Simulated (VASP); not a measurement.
# C (C2/m) in VASP: single point with PBE

Aim: the single point of C with PBE.

Program: VASP 6.6.1. These are calculated values, not measurements. Logs are shortened: lines on timing, memory, paths and dates and some standing lists are left out, and cuts for length are marked.

### Step 1. The cell of the first run

The structure is monoclinic, space group C2/m (No. 12). The conventional cell has a = 3.760 Å, b = 9.140 Å, c = 2.604 Å, α = 90.00°, β = 121.35°, γ = 90.00°. C (site symmetry 1) has 4 C at 1.52 to 1.63 Å within 2.0 Å. C (site symmetry 2) has 3 C at 1.34 to 1.52 Å within 1.8 Å.

### Step 2. Single point, PBE, collinear spin

Contents of INCAR:

```
PREC = Accurate
ENCUT = 600
EDIFF = 1E-6
ISMEAR = 0
SIGMA = 0.1
LREAL = False
LASPH = True
NELM = 200
ALGO = Normal
ISIF = 2
LWAVE = False
LCHARG = False
ISPIN = 2
MAGMOM = 1 1 1 1 1 1
LORBIT = 11
GGA = PE
NBANDS = 25
GGA_COMPAT = False
```

Contents of KPOINTS:

```
regular mesh
0
Gamma
  6 6 8
```

Contents of POSCAR:

```
C
1.0
    1.8801183865     -4.5698662122      0.0000000000
    1.8801183865      4.5698662122      0.0000000000
   -1.3545410927      0.0000000000      2.2238528259
C
6
Direct
    0.6844442839      0.0326210321      0.1338310637
    0.5732489011      0.4267510989      0.0000000000
    0.4267510989      0.5732489011      0.0000000000
    0.3155557161      0.9673789679      0.8661689363
    0.9673789679      0.3155557161      0.8661689363
    0.0326210321      0.6844442839      0.1338310637
```

Potentials or basis: VASP PAW PBE potentials, release 64 (C).

Run with:

```sh
> cat potpaw_PBE.64/C/POTCAR > POTCAR
> mpirun -np 1 vasp_std > vasp.out
```

OUTCAR:

```text
PREC = Accurate
   ENCUT = 600
   EDIFF = 1E-6
   ISMEAR = 0
   LREAL = False
   LASPH = True
   NELM = 200
   ISIF = 2
   ISPIN = 2
   LORBIT = 11
   GGA = PE

 ion  position               nearest neighbor table
   1  0.684  0.033  0.134-   3 1.52   5 1.55   4 1.58   5 1.63
   2  0.573  0.427  0.000-   3 1.34   4 1.52   6 1.52
   3  0.427  0.573  0.000-   2 1.34   1 1.52   5 1.52
   4  0.316  0.967  0.866-   2 1.52   6 1.55   1 1.58   6 1.63
   5  0.967  0.316  0.866-   3 1.52   1 1.55   6 1.58   1 1.63
   6  0.033  0.684  0.134-   2 1.52   4 1.55   5 1.58   4 1.63

  LATTYP: Found a base centered monoclinic cell.
 ALAT       =     3.7602367730
 B/A-ratio  =     2.4306268398
 C/A-ratio  =     0.6924833849
 COS(beta)  =    -0.5201967504

  Lattice vectors:

 A1 = (   1.8801183865,  -4.5698662122,   0.0000000000)
 A2 = (   1.8801183865,   4.5698662122,   0.0000000000)
 A3 = (  -1.3545410927,   0.0000000000,   2.2238528259)

Analysis of symmetry for initial positions (statically):
=====================================================================
 Subroutine PRICEL returns:
 Original cell was already a primitive cell.

 Routine SETGRP: Setting up the symmetry group for a
 base centered monoclinic supercell.

 Subroutine GETGRP returns: Found  4 space group operations
 (whereof  4 operations were pure point group operations)
 out of a pool of  4 trial point group operations.

The static configuration has the point symmetry C_2h.

Analysis of symmetry for dynamics (positions and initial velocities):
=====================================================================
 Subroutine PRICEL returns:
 Original cell was already a primitive cell.

 Routine SETGRP: Setting up the symmetry group for a
 base centered monoclinic supercell.

 Subroutine GETGRP returns: Found  4 space group operations
 (whereof  4 operations were pure point group operations)
 out of a pool of  4 trial point group operations.

The dynamic configuration has the point symmetry C_2h.

Analysis of structural, dynamic, and magnetic symmetry:
=====================================================================
 Subroutine PRICEL returns:
 Original cell was already a primitive cell.

 Routine SETGRP: Setting up the symmetry group for a
 base centered monoclinic supercell.

 Subroutine GETGRP returns: Found  4 space group operations
 (whereof  4 operations were pure point group operations)
 out of a pool of  4 trial point group operations.

The overall configuration has the point symmetry C_2h.

 Subroutine INISYM returns: Found  4 space group operations
 (whereof  4 operations are pure point group operations),
 and found     1 'primitive' translations

----------------------------------------------------------------------------------------

                                     Primitive cell

  volume of cell :      38.2142

  direct lattice vectors                    reciprocal lattice vectors
     1.880118386 -4.569866212  0.000000000     0.265940700 -0.109412393  0.161983564
     1.880118386  4.569866212  0.000000000     0.265940700  0.109412393  0.161983564
    -1.354541093  0.000000000  2.223852826     0.000000000  0.000000000  0.449670045

  length of vectors
     4.941510128  4.941510128  2.603901489     0.330051818  0.330051818  0.449670045

  position of ions in fractional coordinates (direct lattice)
     0.684444284  0.032621032  0.133831064
     0.573248901  0.426751099  0.000000000
     0.426751099  0.573248901  0.000000000
     0.315555716  0.967378968  0.866168936
     0.967378968  0.315555716  0.866168936
     0.032621032  0.684444284  0.133831064

  ion indices of the primitive-cell ions
   primitive index   ion index
                 1           1
                 2           2
                 3           3
                 4           4
                 5           5
                 6           6

----------------------------------------------------------------------------------------

 KPOINTS: regular mesh

[... 28 lines left out ...]
  0.166667  0.166667 -0.000000      2.000000
  0.333333  0.166667 -0.000000      4.000000
[... 16 lines left out ...]
 -0.333333  0.166667  0.125000      4.000000
 -0.166667  0.166667  0.125000      4.000000
 [... further k-points ...]
   k-points           NKPTS =     89   k-points in BZ     NKDIM =     89   number of bands    NBANDS=     25
   number of dos      NEDOS =    301   number of ions     NIONS =      6
   total plane-waves  NPLWV =  38400
   dimension x,y,z NGX =    40 NGY =   40 NGZ =   24
   dimension x,y,z NGXF=    80 NGYF=   80 NGZF=   48
   ions per type =               6
   NGX,Y,Z   is equivalent  to a cutoff of  13.46, 13.46, 15.32 a.u.
   NGXF,Y,Z  is equivalent  to a cutoff of  26.91, 26.91, 30.65 a.u.
 SYSTEM =  unknown system
   PREC   = accura    normal or accurate (medium, high low for compatibility)
   ISTART =      0    job   : 0-new  1-cont  2-samecut
   ICHARG =      2    charge: 1-file 2-atom 10-const
   ISPIN  =      2    spin polarized calculation?
   LNONCOLLINEAR =      F non collinear calculations
   LSORBIT =      F    spin-orbit coupling
   LASPH  =      T    aspherical Exc in radial PAW
   ENCUT  =  600.0 eV  44.10 Ry    6.64 a.u.   9.87  9.87  5.20*2*pi/ulx,y,z
   NELM   =    200;   NELMIN=  2; NELMDL= -5     # of ELM steps
   EDIFF  = 0.1E-05   stopping-criterion for ELM
   LREAL  =      F    real-space projection
   EDIFFG = 0.1E-04   stopping-criterion for IOM
   NSW    =      0    number of steps for IOM
   IBRION =     -1    ionic relax: 0-MD 1-quasi-New 2-CG
   NFREE  =      0    steps in history (QN), initial steepest desc. (CG)
   ISIF   =      2    stress and relaxation
   ISYM   =      2    0-nonsym 1-usesym 2-fastsym
   POTIM  = 0.5000    time-step for ionic-motion
   TEBEG  =    0.0;   TEEND  =   0.0 temperature during run
   PSTRESS=    0.0 pullay stress
   NELECT =      24.0000    total number of electrons
   NUPDOWN=      -1.0000    fix difference up-down
   EMIN   =  10.00;   EMAX   =-10.00  energy-range for DOS
   EFERMI =   0.00;   METHOD = LEGACY
   ISMEAR =     0;   SIGMA  =   0.10  broadening in eV -4-tet -1-fermi 0-gaus
   EFERMI_NEDOS =   21; number of points for ismear=-14 and -15
   IALGO  =     38    algorithm
   IMIX   =      4    mixing-type and parameters
     AMIX     =   0.40;   BMIX     =  1.00
     AMIX_MAG =   1.60;   BMIX_MAG =  1.00
  volume/ion in A,a.u.               =       6.37        42.98
  Fermi-wavevector in a.u.,A,eV,Ry     =   1.401964  2.649329 26.742310  1.965504
  Thomas-Fermi vector in A             =   2.524773
   LORBIT       =     11    0 simple, 1 ext, 2 COOP (PROOUT), +10 PAW based schemes
   GGA     = PE    functional components
   LHFCALC =     F    Hartree Fock is set to
   AEXX    =    0.0000 exact exchange contribution
   IVDW    =     0    specifies the selected vdW correction
   LEPSILON=     F    determine dielectric tensor
   LRPA    =     F    only Hartree local field effects (RPA)
 spin polarized calculation
 Gauss-broadening in eV      SIGMA  =   0.10
  energy-cutoff  :      600.00
  volume of cell :       38.21
 maximum number of plane-waves:      1292
   NGX = 19   NGY = 19   NGZ = 11

 number of electron      24.0000000 magnetization       0.0020486

 number of electron      24.0000000 magnetization      -0.0001720

 Free energy of the ion-electron system (eV)
  ---------------------------------------------------
  ext. energy  EPLUGINS =         0.00000000
  ---------------------------------------------------
  free energy    TOTEN  =       -51.73053524 eV

  energy without entropy =      -51.72647194  energy(sigma->0) =      -51.72850359

 E-fermi :   8.9175     XC(G=0): -12.5212

 val. band max:        8.8949588969   @ k =   0.3333   0.0000   0.5000
 cond. band min:       8.9285091679   @ k =   0.3333   0.0000  -0.0000
 fundamental gap:      0.0335502710
 Fermi energy:         8.9174760273

 spin component 1

 k-point     1 :       0.0000    0.0000    0.0000
  band No.  band energies     occupation
      1     -12.7497      1.00000
      2      -7.4489      1.00000
      3      -6.3311      1.00000
      4      -1.8675      1.00000
      5      -1.5319      1.00000
      6      -0.1001      1.00000
[... 637 lines left out ...]
     23      22.2106      0.00000
     24      23.9807      0.00000

 [... further k-points ...]

 spin component 2

 k-point     1 :       0.0000    0.0000    0.0000
  band No.  band energies     occupation
      1     -12.7497      1.00000
      2      -7.4490      1.00000
      3      -6.3312      1.00000
      4      -1.8675      1.00000
      5      -1.5319      1.00000
      6      -0.1001      1.00000
[... 637 lines left out ...]
     23      22.2106      0.00000
     24      23.9808      0.00000

 [... further k-points ...]

 [bands above 24 left out]

------------------------ aborting loop because EDIFF is reached ----------------------------------------

  FORCE on cell =-STRESS in cart. coord.  units (eV):
  Direction    XX          YY          ZZ          XY          YZ          ZX
  --------------------------------------------------------------------------------------
  -------------------------------------------------------------------------------------
  Total        0.0577197     -0.0159581     -0.0692625      0.0000000      0.0000000      0.0340300
  in kB        2.4199701     -0.6690614     -2.9039176      0.0000000      0.0000000      1.4267481
  external PRESSURE =      -0.3843363 kB  Pullay stress =       0.0000000 kB

 VOLUME and BASIS-vectors are now :
 -----------------------------------------------------------------------------
  energy-cutoff  :      600.00
  volume of cell :       38.21
      direct lattice vectors                 reciprocal lattice vectors
     1.880118386 -4.569866212  0.000000000     0.265940700 -0.109412393  0.161983564
     1.880118386  4.569866212  0.000000000     0.265940700  0.109412393  0.161983564
    -1.354541093  0.000000000  2.223852826     0.000000000  0.000000000  0.449670045

 POSITION                                       TOTAL-FORCE (eV/Angst)
 -----------------------------------------------------------------------------------
      1.16689     -2.97875      0.29762         0.006962      0.008085      0.022092
      1.88012     -0.66948      0.00000        -0.000000      0.028822      0.000000
      1.88012      0.66948      0.00000        -0.000000     -0.028822      0.000000
      1.23881      2.97875      1.92623        -0.006962     -0.008085     -0.022092
      1.23881     -2.97875      1.92623        -0.006962      0.008085     -0.022092
      1.16689      2.97875      0.29762         0.006962     -0.008085      0.022092
 -----------------------------------------------------------------------------------
    total drift:                               -0.000000      0.000000      0.000000

  FREE ENERGIE OF THE ION-ELECTRON SYSTEM (eV)
  ---------------------------------------------------
  free  energy   TOTEN  =       -51.7305352438 eV

  energy  without entropy=      -51.7264719388  energy(sigma->0) =      -51.72850359

 total charge

# of ion       s       p       d       tot
------------------------------------------
    1        0.831   1.685   0.000   2.516
    2        0.862   1.763   0.000   2.625
    3        0.862   1.763   0.000   2.625
    4        0.831   1.685   0.000   2.516
    5        0.831   1.685   0.000   2.516
    6        0.831   1.685   0.000   2.516
--------------------------------------------------
tot          5.046  10.265   0.000  15.312

 magnetization (x)

# of ion       s       p       d       tot
------------------------------------------
    1       -0.000   0.000   0.000   0.000
    2       -0.000  -0.000   0.000  -0.000
    3       -0.000  -0.000   0.000  -0.000
    4       -0.000   0.000   0.000   0.000
    5       -0.000   0.000   0.000   0.000
    6       -0.000   0.000   0.000   0.000
--------------------------------------------------
tot         -0.000  -0.000   0.000  -0.000
```

Wall time 6.1 min (1 thread of Oxide Virtual Turin-like, shared host); peak memory 0.26 GiB.

What came out:

| Quantity | Value |
| --- | --- |
| Free energy | -51.7305 eV |
| Pressure | 0.0 GPa |
| Largest force | 0.029 eV/Å |
| Band gap on the k mesh | zero (filled and empty bands overlap) |
| Net moment | 0.00 μB per cell |
| Valence electrons inside the program's atomic spheres | C 2.52, 2.62 (each value once) |

Forces in eV/Å, atoms in the order of the input:
```
C    0.007  0.008  0.022
C    0.000  0.029  0.000
C    0.000 -0.029  0.000
C   -0.007 -0.008 -0.022
C   -0.007  0.008 -0.022
C    0.007 -0.008  0.022
```

Stress tensor (GPa, compression positive):
```
 0.24  0.00  0.14
 0.00 -0.07  0.00
 0.14  0.00 -0.29
```

Levels at points of the mesh, in eV from the Fermi level:
Spin up:
```tsv
k point	band 10	band 11	band 12	band 13	band 14	band 15
(0.00, 0.00, 0.00)	-2.71	-2.42	-1.51	2.49	4.04	4.76
(0.50, 0.00, 0.00)	-3.42	-2.48	0.16	4.84	4.94	5.78
(0.50, 0.50, 0.00)	-4.94	-2.70	-1.48	2.40	2.56	5.11
(0.00, 0.00, 0.50)	-4.46	-4.21	-3.58	2.50	5.83	6.26
(0.50, 0.00, 0.50)	-5.75	-4.20	-4.12	-0.05	4.49	4.54
(0.50, 0.50, 0.50)	-6.49	-5.03	-2.19	1.75	4.07	7.46
```
Spin down:
| k point | band 8 | band 9 | band 10 | band 11 | band 12 | band 13 | band 14 | band 15 | band 16 | band 17 |
| --- | --- | --- | --- | --- | --- | --- | --- | --- | --- | --- |
| (0.00, 0.00, 0.00) | -5.95 | -5.38 | -2.71 | -2.42 | -1.51 | 2.49 | 4.04 | 4.76 | 6.44 | 6.68 |
| (0.50, 0.00, 0.00) | -5.14 | -4.52 | -3.42 | -2.48 | 0.16 | 4.84 | 4.94 | 5.78 | 6.63 | 7.51 |
| (0.50, 0.50, 0.00) | -6.23 | -5.35 | -4.94 | -2.70 | -1.48 | 2.40 | 2.56 | 5.11 | 5.53 | 9.70 |
| (0.00, 0.00, 0.50) | -7.87 | -7.76 | -4.46 | -4.21 | -3.58 | 2.50 | 5.83 | 6.26 | 6.62 | 8.64 |
| (0.50, 0.00, 0.50) | -7.77 | -6.38 | -5.75 | -4.20 | -4.12 | -0.05 | 4.49 | 4.54 | 6.85 | 7.78 |
| (0.50, 0.50, 0.50) | -8.82 | -7.41 | -6.49 | -5.03 | -2.19 | 1.75 | 4.07 | 7.46 | 8.45 | 9.29 |

The gap in the log of VASP goes by the Fermi energy; the results here count the filled bands.